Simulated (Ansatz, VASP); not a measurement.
## One calculation of Nb, two programs

File INCAR:

```
  ALGO = Normal
  EDIFF = 1E-7
  EDIFFG = -0.005
  ENCUT = 500
  GGA = RP
  GGA_COMPAT = False
  IBRION = 2
  ISIF = 3
  ISMEAR = -1
  LASPH = True
  LCHARG = False
  LREAL = False
  LWAVE = False
  NELM = 120
  NELMIN = 4
  NSW = 80
  PREC = Accurate
  SIGMA = 0.05
```

Contents of KPOINTS:

```
k-points
0
Gamma
  11 11 11
```

Contents of POSCAR:

```
Nb
1.0
   -1.6639500000      1.6639500000      1.6639500000
    1.6639500000     -1.6639500000      1.6639500000
    1.6639500000      1.6639500000     -1.6639500000
Nb
1
Direct
    0.0000000000      0.0000000000      0.0000000000
```

The input input.yaml:

```yaml
crystal:
  lattice:
    - [-1.66395, 1.66395, 1.66395]
    - [1.66395, -1.66395, 1.66395]
    - [1.66395, 1.66395, -1.66395]
  atoms:
    - { symbol: Nb, position: [0.0, 0.0, 0.0] }
kpoints:
  mp_grid: { grid: [11, 11, 11] }
scf:
  occupations: { method: fermi_dirac, width: 0.05 }
hamiltonian:
  xc: rpbe
  pseudopotentials: { kind: all_electron, lapw: { basis_error: 0.001 } }
output:
  forces: true
  stress: true
relax:
  f_tol: 0.005
  max_steps: 60
  cell: {}
```

Alike in both runs: task relaxation of cell and atoms; functional RPBE; k mesh 11 × 11 × 11; occupations fermi-dirac, width 0.05 eV; no spin polarisation.

|  | VASP | Ansatz |
| --- | --- | --- |
| version | VASP 6.6.1 | Ansatz 0.2.0 |
| potentials or method | VASP PAW PBE potentials, release 64 (Nb_sv), cutoff 500 eV | all-electron LAPW, scalar-relativistic |

```tsv
	VASP	Ansatz	Ansatz less VASP
relaxed volume (Å³/atom)	18.48	18.52	+0.043
relaxed cell length with the largest relative difference (Å)	2.885	2.887	+0.0023
```

VASP's potentials were made for PBE, not for RPBE. Ansatz ran all-electron here, and VASP with PAW potentials.
